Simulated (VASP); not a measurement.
Input of a VASP 6.6.1 run:

Contents of INCAR:

```
PREC     = Accurate       # precision mode
ENCUT    = 500            # plane-wave cutoff, eV
EDIFF    = 1E-6           # SCF threshold, eV
ISMEAR   = 0              # smearing method
SIGMA    = 0.2            # smearing width, eV
LREAL    = False          # projectors in reciprocal space
LASPH    = True           # aspherical terms in the spheres
NELM     = 200            # most SCF steps
ALGO     = Normal         # electronic algorithm
ISIF     = 2              # what is computed and relaxed
LWAVE    = False          # write WAVECAR
LCHARG   = False          # write CHGCAR
GGA      = PE             # functional
NBANDS   = 34             # bands
GGA_COMPAT= False        
LMAXMIX  = 6              # l up to which the mixer works
```

File KPOINTS:

```
Automatic mesh
0
Gamma
  3 3 3
```

Contents of POSCAR:

```
PrW2I2
1.0
    5.3668900348      0.0000000025      0.0000000000
   -2.6834450196      4.6478631082      0.0000000000
    0.0000000000      0.0000000000      5.3778971455
Pr W I
1 2 2
Direct
    0.0000000000      0.0000000000      0.5000000000
    0.3333333333      0.6666666667      0.0000000000
    0.6666666667      0.3333333333      0.0000000000
    0.3333333333      0.6666666667      0.5000000000
    0.6666666667      0.3333333333      0.5000000000
```

Potentials or basis: VASP PAW PBE potentials, release 64 (Pr_3, W_sv, I), 4f in core.

The run is started by

```console
$ cat potpaw_PBE.64/Pr_3/POTCAR potpaw_PBE.64/W_sv/POTCAR potpaw_PBE.64/I/POTCAR > POTCAR
$ mpirun -np 1 vasp_std > vasp.out
```

**Question.** What does it give for the pressure?

**Answer.** 0.1 GPa.

**Question.** Estimate the band gap on the k mesh.

**Answer.** Zero (an odd number of electrons rules out a gap without spin polarisation).

Caveat: the k points lie up to 0.45 Å⁻¹ apart, too coarse for converged energies and pressures of a metal; spin-orbit coupling is left out, which moves the levels of the heavy elements; the 4f electrons are frozen in the core, so they carry no moment and show no levels; an odd number of electrons without spin polarisation forces a metal; a magnetic or distorted state may lie lower; the run has no spin polarisation, though such a crystal can be magnetic. Spin polarisation is off, so any magnetic state and its effect on volume and gap are missing.
